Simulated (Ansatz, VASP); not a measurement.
One calculation of InP, two programs

INCAR

```
PREC     = Accurate       # precision mode
ENCUT    = 520            # plane-wave cutoff, eV
EDIFF    = 1E-7           # SCF threshold, eV
ISMEAR   = -1             # smearing method
SIGMA    = 0.03           # smearing width, eV
LREAL    = False          # projectors in reciprocal space
LASPH    = True           # aspherical terms in the spheres
NELM     = 80             # most SCF steps
ALGO     = Normal         # electronic algorithm
ISIF     = 2              # what is computed and relaxed
LWAVE    = False          # write WAVECAR
LCHARG   = True           # write CHGCAR
GGA      = PE             # functional
LELF     = True           # ELF
LVHAR    = True         
NBANDS   = 16             # bands
```

The input KPOINTS:

```
regular mesh
0
Gamma
  11 11 11
```

POSCAR

```
InP
1.0
    0.0000000000      2.8264500000      2.8550000000
    2.8264500000      0.0000000000      2.8550000000
    2.8264500000      2.8264500000      0.0000000000
In P
1 1
Direct
    0.0000000000      0.0000000000      0.0000000000
    0.5000000000      0.5000000000      0.5000000000
```

Input for Ansatz:

```yaml
crystal:
  lattice:
    - [0.0, 2.82645, 2.855]
    - [2.82645, 0.0, 2.855]
    - [2.82645, 2.82645, 0.0]
  atoms:
    - { symbol: In, position: [0.0, 0.0, 0.0] }
    - { symbol: P, position: [0.5, 0.5, 0.5] }
kpoints:
  mp_grid: { grid: [11, 11, 11] }
  band_path:
    path:
      - [0.0, 0.0, 0.0]
      - [0.0, 0.5, 0.5]
      - [0.25, 0.75, 0.5]
      - [0.0, 0.5, 0.0]
      - [0.0, 0.0, 0.0]
      - [0.5, 0.5, 0.0]
      - [0.3725125, 0.6274875, 0.0]
      - [-0.3725125, 0.3725125, 0.0]
      - [0.0, 0.0, 0.0]
    npoints: 5
scf:
  occupations: { method: fermi_dirac, width: 0.03 }
hamiltonian:
  xc: pbe
  pseudopotentials: { kind: all_electron, lapw: { basis_error: 0.00025 } }
output:
  forces: true
  stress: true
  eigenvalues: true
```

Change from the starting cell: equal xx and yy strain of -1 %.

Alike in both runs: task single point; functional PBE; k mesh 11 × 11 × 11; occupations fermi-dirac, width 0.03 eV; no spin polarisation.

|  | VASP | Ansatz |
| --- | --- | --- |
| version | VASP 6.6.1 | Ansatz 0.2.0 |
| potentials or method | VASP PAW PBE potentials, release 64 (In_d, P), cutoff 520 eV | all-electron LAPW, scalar-relativistic |

Ansatz gave:

```
pressure (GPa)                                                : -4.4
traceless stress, the component that is largest in VASP (GPa) : -0.61
```

Q: Which values does VASP return?

A: Pressure (GPa): -4.4; traceless stress, the component that is largest in VASP (GPa): -0.60.

Ansatz ran all-electron here, and VASP with PAW potentials.
